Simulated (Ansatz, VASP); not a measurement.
**Two plane-wave programs on CeO2**

```
CELL_PARAMETERS angstrom
0.00000 2.71865 2.71865
2.71865 0.00000 2.71865
2.71865 2.71865 0.00000
ATOMIC_POSITIONS crystal
Ce 0.00000 0.00000 0.00000
O 0.25000 0.25000 0.25000
O 0.75000 0.75000 0.75000
```

Alike in both runs: task single point; functional r2SCAN; k mesh 8 × 8 × 8; no spin polarisation.

|  | VASP | Ansatz |
| --- | --- | --- |
| version | VASP 6.6.1 | Ansatz 0.2.0 |
| potentials or method | VASP PAW PBE potentials, release 64 (Ce, O) | plane waves, PAW |
| plane-wave cutoff (eV) | 800 | 500 |
| occupations | gaussian, width 0.01 eV | fixed |
| valence electrons in the cell | 24 | 24 |

|  | VASP | Ansatz | Ansatz less VASP |
| --- | --- | --- | --- |
| gap on the k mesh at the Fermi level (eV) | 2.16 | 2.20 | +0.040 |
| pressure (GPa) | 0.0 | 0.0 | +0.05 |

VASP's potentials were made for PBE, not for r2SCAN. Ansatz's warnings: metallic iterate.

Spin-orbit coupling is off throughout.
